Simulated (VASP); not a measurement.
# Si4F in VASP: relaxation of the atoms with PBE+D3(BJ)

Aim: the relaxation of the atoms of Si4F with PBE+D3(BJ).

Everything below comes from runs of VASP 6.6.1. Logs are shortened: lines on timing, memory, paths and dates and some standing lists are left out, and cuts for length are marked.

## (1) The cell of the first run

The cell holds a slab with vacuum, 20 atoms: a = 7.667 Å, b = 5.422 Å, c = 23.077 Å, α = 90.00°, β = 90.00°, γ = 90.00°.

## (2) Relaxation of the atoms, PBE+D3(BJ)

Input file INCAR:

```
SYSTEM = Si4F
PREC = Accurate ; ENCUT = 520
EDIFF = 1E-6 ; ISMEAR = 0
SIGMA = 0.05 ; LREAL = Auto
LASPH = .True. ; NELM = 80
ALGO = Fast ; ISIF = 2
LWAVE = .False. ; LCHARG = .False.
LDIPOL = .True. ; IDIPOL = 3
DIPOL = 0.5 0.5 0.492 ; GGA = PE
IVDW = 12 ; IBRION = 2
NSW = 90 ; EDIFFG = -0.03
```

Input file KPOINTS:

```
Automatic mesh
0
Gamma
  2 3 1
  0 0 0
```

Input file POSCAR:

```
Si4F
1.0
    7.6671877214      0.0000000000      0.0000000000
    0.0000000000      5.4215204304      0.0000000000
    0.0000000000      0.0000000000     23.0767894867
Si F
16 4
Selective dynamics
Direct
    0.2500000000      0.0000000000      0.4041462830  F F F
    0.7500000000      0.0000000000      0.4041462830  F F F
    0.5000000000      0.2500000000      0.4041462830  F F F
    0.0000000000      0.2500000000      0.4041462830  F F F
    0.5000000000      0.5000000000      0.4872079642  F F F
    0.0000000000      0.5000000000      0.4872079642  F F F
    0.7500000000      0.7500000000      0.4872079642  F F F
    0.2500000000      0.7500000000      0.4872079642  F F F
    0.7500000000      0.0000000000      0.5702696453  T T T
    0.2500000000      0.0000000000      0.5702696453  T T T
    0.0000000000      0.2500000000      0.5702696453  T T T
    0.5000000000      0.2500000000      0.5702696453  T T T
    0.0000000000      0.5000000000      0.6533313265  T T T
    0.5000000000      0.5000000000      0.6533313265  T T T
    0.2500000000      0.7500000000      0.6533313265  T T T
    0.7500000000      0.7500000000      0.6533313265  T T T
    0.2500000000      0.8270032320      0.3466686735  T T T
    0.7500000000      0.8270032320      0.3466686735  T T T
    0.5000000000      0.4229967680      0.3466686735  T T T
    0.0000000000      0.4229967680      0.3466686735  T T T
```

Potentials or basis: VASP PAW PBE potentials, release 64 (Si, F).

The run is started by

```bash
> cat potpaw_PBE.64/Si/POTCAR potpaw_PBE.64/F/POTCAR > POTCAR
> mpirun -np 1 vasp_std > vasp.out
```

OUTCAR:

```text
SYSTEM = Si4F
   PREC = Accurate
   ENCUT = 520
   EDIFF = 1E-6
   ISMEAR = 0
   LREAL = Auto
   LASPH = .True.
   NELM = 80
   ISIF = 2
   GGA = PE
   IVDW = 12
   IBRION = 2
   NSW = 90
   EDIFFG = -0.03
 IVDW          = 12

 ion  position               nearest neighbor table
   1  0.250  0.000  0.404-  17 1.62   4 2.35   3 2.35   8 2.35
   2  0.750  0.000  0.404-  18 1.62   4 2.35   3 2.35   7 2.35
   3  0.500  0.250  0.404-  19 1.62   2 2.35   1 2.35   5 2.35
   4  0.000  0.250  0.404-  20 1.62   2 2.35   1 2.35   6 2.35
   5  0.500  0.500  0.487-  12 2.35   8 2.35   7 2.35   3 2.35
   6  0.000  0.500  0.487-  11 2.35   8 2.35   7 2.35   4 2.35
   7  0.750  0.750  0.487-   9 2.35   6 2.35   5 2.35   2 2.35
   8  0.250  0.750  0.487-  10 2.35   6 2.35   5 2.35   1 2.35
   9  0.750  0.000  0.570-   7 2.35  11 2.35  12 2.35  16 2.35
  10  0.250  0.000  0.570-   8 2.35  11 2.35  12 2.35  15 2.35
  11  0.000  0.250  0.570-   6 2.35   9 2.35  10 2.35  13 2.35
  12  0.500  0.250  0.570-   5 2.35   9 2.35  10 2.35  14 2.35
  13  0.000  0.500  0.653-  15 2.35  16 2.35  11 2.35
  14  0.500  0.500  0.653-  15 2.35  16 2.35  12 2.35
  15  0.250  0.750  0.653-  13 2.35  14 2.35  10 2.35
  16  0.750  0.750  0.653-  13 2.35  14 2.35   9 2.35
  17  0.250  0.827  0.347-   1 1.62
[... 11 lines left out ...]
 A1 = (   0.0000000000,  -5.4215204304,   0.0000000000)
 A2 = (   7.6671877214,   0.0000000000,   0.0000000000)
 A3 = (   0.0000000000,   0.0000000000,  23.0767894867)

Analysis of symmetry for initial positions (statically):
=====================================================================
 Subroutine PRICEL returns following result:

  LATTYP: Found a simple orthorhombic cell.
 ALAT       =     3.8335938607
 B/A-ratio  =     1.4142135624
 C/A-ratio  =     6.0196229244
[... 12 lines left out ...]
 Subroutine GETGRP returns: Found  4 space group operations
 (whereof  2 operations were pure point group operations)
 out of a pool of  8 trial point group operations.

The static configuration has the point symmetry C_1h.
 The point group associated with its full space group is C_2v.

Analysis of symmetry for dynamics (positions and initial velocities):
=====================================================================
 Subroutine PRICEL returns following result:

  LATTYP: Found a simple orthorhombic cell.
 ALAT       =     3.8335938607
 B/A-ratio  =     1.4142135624
 C/A-ratio  =     6.0196229244
[... 12 lines left out ...]
 Subroutine GETGRP returns: Found  4 space group operations
 (whereof  2 operations were pure point group operations)
 out of a pool of  8 trial point group operations.

The dynamic configuration has the point symmetry C_1h.
 The point group associated with its full space group is C_2v.

Analysis of constrained symmetry for selective dynamics:
=====================================================================
 Subroutine PRICEL returns following result:

  LATTYP: Found a simple orthorhombic cell.
 ALAT       =     3.8335938607
 B/A-ratio  =     1.4142135624
 C/A-ratio  =     6.0196229244
[... 12 lines left out ...]
 Subroutine GETGRP returns: Found  4 space group operations
 (whereof  2 operations were pure point group operations)
 out of a pool of  8 trial point group operations.

The constrained configuration has the point symmetry C_1h.
 The point group associated with its full space group is C_2v.

 Subroutine INISYM returns: Found  4 space group operations
 (whereof  2 operations are pure point group operations),
 and found     2 'primitive' translations

----------------------------------------------------------------------------------------

                                     Primitive cell

  volume of cell :     479.6259

  direct lattice vectors                    reciprocal lattice vectors
     3.833593861  0.000000000  0.000000000     0.260851837  0.000000000  0.000000000
     0.000000000  5.421520430  0.000000000     0.000000000  0.184450103  0.000000000
     0.000000000  0.000000000 23.076789487     0.000000000  0.000000000  0.043333584

  length of vectors
     3.833593861  5.421520430 23.076789487     0.260851837  0.184450103  0.043333584

  position of ions in fractional coordinates (direct lattice)
     0.500000000  0.000000000  0.404146283
     0.000000000  0.250000000  0.404146283
     0.000000000  0.500000000  0.487207964
     0.500000000  0.750000000  0.487207964
     0.500000000  0.000000000  0.570269645
     0.000000000  0.250000000  0.570269645
     0.000000000  0.500000000  0.653331327
     0.500000000  0.750000000  0.653331327
     0.500000000  0.827003232  0.346668673
     0.000000000  0.422996768  0.346668673

  ion indices of the primitive-cell ions
   primitive index   ion index
                 1           1
                 2           3
                 3           5
                 4           8
                 5          10
                 6          11
                 7          13
                 8          15
                 9          17
                10          19

----------------------------------------------------------------------------------------

 KPOINTS: Automatic mesh

Automatic generation of k-mesh.
 Grid dimensions read from file:
 generate k-points for:    2    3    1

 Generating k-lattice:

  Cartesian coordinates                     Fractional coordinates (reciprocal lattice)
     0.065212959  0.000000000  0.000000000     0.500000000  0.000000000  0.000000000
     0.000000000  0.061483368  0.000000000     0.000000000  0.333333333  0.000000000
     0.000000000  0.000000000  0.043333584     0.000000000  0.000000000  1.000000000

  Length of vectors
     0.065212959  0.061483368  0.043333584

  Shift w.r.t. Gamma in fractional coordinates (k-lattice)
     0.000000000  0.000000000  0.000000000

 Subroutine IBZKPT returns following result:
 ===========================================

 Found      4 irreducible k-points:

 Following reciprocal coordinates:
            Coordinates               Weight
  0.000000  0.000000  0.000000      1.000000
  0.500000  0.000000  0.000000      1.000000
  0.000000  0.333333  0.000000      2.000000
  0.500000  0.333333  0.000000      2.000000
   k-points           NKPTS =      4   k-points in BZ     NKDIM =      4   number of bands    NBANDS=     57
   number of dos      NEDOS =    301   number of ions     NIONS =     20
   total plane-waves  NPLWV = 432000
   dimension x,y,z NGX =    60 NGY =   40 NGZ =  180
   dimension x,y,z NGXF=   120 NGYF=   80 NGZF=  360
   ions per type =              16   4
   NGX,Y,Z   is equivalent  to a cutoff of  13.01, 12.27, 12.97 a.u.
   NGXF,Y,Z  is equivalent  to a cutoff of  26.02, 24.53, 25.93 a.u.
 SYSTEM =  Si4F
   PREC   = accura    normal or accurate (medium, high low for compatibility)
   ISTART =      0    job   : 0-new  1-cont  2-samecut
   ICHARG =      2    charge: 1-file 2-atom 10-const
   ISPIN  =      1    spin polarized calculation?
   LNONCOLLINEAR =      F non collinear calculations
   LSORBIT =      F    spin-orbit coupling
   LASPH  =      T    aspherical Exc in radial PAW
   ENCUT  =  520.0 eV  38.22 Ry    6.18 a.u.  14.26 10.08 42.91*2*pi/ulx,y,z
   NELM   =     80;   NELMIN=  2; NELMDL= -5     # of ELM steps
   EDIFF  = 0.1E-05   stopping-criterion for ELM
   LREAL  =      T    real-space projection
   EDIFFG = -.3E-01   stopping-criterion for IOM
   NSW    =     90    number of steps for IOM
   IBRION =      2    ionic relax: 0-MD 1-quasi-New 2-CG
   NFREE  =      1    steps in history (QN), initial steepest desc. (CG)
   ISIF   =      2    stress and relaxation
   ISYM   =      2    0-nonsym 1-usesym 2-fastsym
   POTIM  = 0.5000    time-step for ionic-motion
   TEBEG  =    0.0;   TEEND  =   0.0 temperature during run
   PSTRESS=    0.0 pullay stress
   NELECT =      92.0000    total number of electrons
   NUPDOWN=      -1.0000    fix difference up-down
   EMIN   =  10.00;   EMAX   =-10.00  energy-range for DOS
   EFERMI =   0.00;   METHOD = LEGACY
   ISMEAR =     0;   SIGMA  =   0.05  broadening in eV -4-tet -1-fermi 0-gaus
   EFERMI_NEDOS =   21; number of points for ismear=-14 and -15
   IALGO  =     68    algorithm
   IMIX   =      4    mixing-type and parameters
     AMIX     =   0.40;   BMIX     =  1.00
     AMIX_MAG =   1.60;   BMIX_MAG =  1.00
  volume/ion in A,a.u.               =      47.96       323.67
  Fermi-wavevector in a.u.,A,eV,Ry     =   0.749365  1.416094  7.640317  0.561547
  Thomas-Fermi vector in A             =   1.845867
   LORBIT       =      0    0 simple, 1 ext, 2 COOP (PROOUT), +10 PAW based schemes
   GGA     = PE    functional components
   LHFCALC =     F    Hartree Fock is set to
   AEXX    =    0.0000 exact exchange contribution
   IVDW    =    12    specifies the selected vdW correction
   LEPSILON=     F    determine dielectric tensor
   LRPA    =     F    only Hartree local field effects (RPA)
 conjugate gradient relaxation of ions
 non-spin polarized calculation
 RMM-DIIS sequential band-by-band and
 Gauss-broadening in eV      SIGMA  =   0.05
  energy-cutoff  :      520.00
  volume of cell :      959.25
 maximum number of plane-waves:     25870
 NGX is ok and might be reduce to    60
   NGX = 29   NGY = 21   NGZ = 85

--------------------------------------- Ionic step        1  -------------------------------------------

 number of electron      92.0000027 magnetization

 Free energy of the ion-electron system (eV)
  ---------------------------------------------------
  ext. energy  EPLUGINS =         0.00000000
  ---------------------------------------------------
  free energy    TOTEN  =      -102.36200560 eV

  energy without entropy =     -102.31970863  energy(sigma->0) =     -102.34085711

------------------------ aborting loop because EDIFF is reached ----------------------------------------

 Edisp (eV)   -4.21141

 E8    (eV) :    -1.7767
[... 159 lines left out ...]
  FREE ENERGIE OF THE ION-ELECTRON SYSTEM (eV)
  ---------------------------------------------------
  free  energy   TOTEN  =      -106.6934944359 eV

  energy  without entropy=     -106.6568986163  energy(sigma->0) =     -106.67519653

[... ionic steps 4 to 16 ...]

--------------------------------------- Ionic step       17  -------------------------------------------

 number of electron      92.0000023 magnetization

------------------------ aborting loop because EDIFF is reached ----------------------------------------
[... 111 lines left out ...]
--------------------------------------- Ionic step       19  -------------------------------------------

 number of electron      92.0000022 magnetization

 dipolmoment           0.000000      0.000000     -0.375833 electrons x Angstroem

 Free energy of the ion-electron system (eV)
  ---------------------------------------------------
  ext. energy  EPLUGINS =         0.00000000
  ---------------------------------------------------
  free energy    TOTEN  =      -102.55188966 eV

  energy without entropy =     -102.53690596  energy(sigma->0) =     -102.54439781

 E-fermi :  -1.5564     XC(G=0):  -4.0716

 val. band max:       -1.6998690414   @ k =   0.0000   0.3333   0.0000
 cond. band min:      -1.5325128015   @ k =   0.0000   0.3333   0.0000
 fundamental gap:      0.1673562399
 Fermi energy:        -1.5563579462

 k-point     1 :       0.0000    0.0000    0.0000
  band No.  band energies     occupation
      1     -26.0965      2.00000
      2     -26.0119      2.00000
      3     -26.0119      2.00000
      4     -25.9511      2.00000
      5     -13.3629      2.00000
      6     -12.1522      2.00000
[... 229 lines left out ...]
     56       1.4917      0.00000
     57       2.0812      0.00000

------------------------ aborting loop because EDIFF is reached ----------------------------------------

 vacuum level on the upper side and lower side of the slab       (xc-potential included)        -0.806         0.790

 Edisp (eV)   -4.29022

 E8    (eV) :    -1.8137

  FORCE on cell =-STRESS in cart. coord.  units (eV):
  Direction    XX          YY          ZZ          XY          YZ          ZX
  --------------------------------------------------------------------------------------
  -------------------------------------------------------------------------------------
  Total       6.40083     6.42233     0.04558     0.00000     0.00000     0.00000
  in kB      10.69090    10.72681     0.07613     0.00000     0.00000     0.00000
  external pressure =        7.16 kB  Pullay stress =        0.00 kB
[... 35 lines left out ...]
  FREE ENERGIE OF THE ION-ELECTRON SYSTEM (eV)
  ---------------------------------------------------
  free  energy   TOTEN  =      -106.8421086518 eV

  energy  without entropy=     -106.8271249545  energy(sigma->0) =     -106.83461680

 reached required accuracy - stopping structural energy minimisation

 vacuum level on the upper side and lower side of the slab         3.201         4.821
```

It took 62 min on 1 thread of Oxide Virtual Turin-like, shared host; peak memory 0.96 GiB.

Results:

* Free energy: -106.8421 eV
* Energy gained by relaxing: 13.4 meV/atom
* Ionic steps: 19
* Band gap on the k mesh: zero (bands 46 and 47 overlap by 0.20 eV)
* Dispersion energy per atom: -0.215 eV

Step by step:
```tsv
step	energy change (eV)	largest force on free atoms (eV/Å)	pressure (GPa)
1	0.0000	0.7398	-0.24
2	-0.0905	0.4254	-0.18
3	-0.1201	0.3626	-0.11
4	-0.1538	0.2607	0.03
5	-0.1641	0.2609	0.17
6	-0.1870	0.2489	0.18
7	-0.1929	0.3043	0.21
8	-0.2101	0.3100	0.33
9	-0.2236	0.4021	0.50
10	-0.2467	0.2245	0.57
11	-0.2589	0.1583	0.67
12	-0.2590	0.1755	0.68
13	-0.2652	0.0963	0.64
14	-0.2653	0.0919	0.63
15	-0.2675	0.0482	0.67
16	-0.2676	0.0494	0.67
17	-0.2681	0.0381	0.69
18	-0.2683	0.0381	0.71
19	-0.2687	0.0168	0.72
```

Final structure:
```xyz
20
Lattice="7.6672 0.0000 0.0000 0.0000 5.4215 0.0000 0.0000 0.0000 23.0768" Properties=species:S:1:pos:R:3 pbc="T T T"
Si    1.9168    0.0000    9.3264
Si    5.7504    0.0000    9.3264
Si    3.8336    1.3554    9.3264
Si    0.0000    1.3554    9.3264
Si    3.8336    2.7108   11.2432
Si    0.0000    2.7108   11.2432
Si    5.7504    4.0661   11.2432
Si    1.9168    4.0661   11.2432
Si    5.7504    0.0423   13.1301
Si    1.9168    0.0423   13.1301
Si    0.0000    1.3131   13.1301
Si    3.8336    1.3131   13.1301
Si    0.0000    2.7987   14.8629
Si    3.8336    2.7987   14.8629
Si    1.9168    3.9782   14.8629
Si    5.7504    3.9782   14.8629
F     1.9168    4.4891    7.9946
F     5.7504    4.4891    7.9946
F     3.8336    2.2878    7.9946
F     0.0000    2.2878    7.9946
```

Caveat: the k points lie up to 0.41 Å⁻¹ apart.

The gap in the log of VASP goes by the Fermi energy; the results here count the filled bands.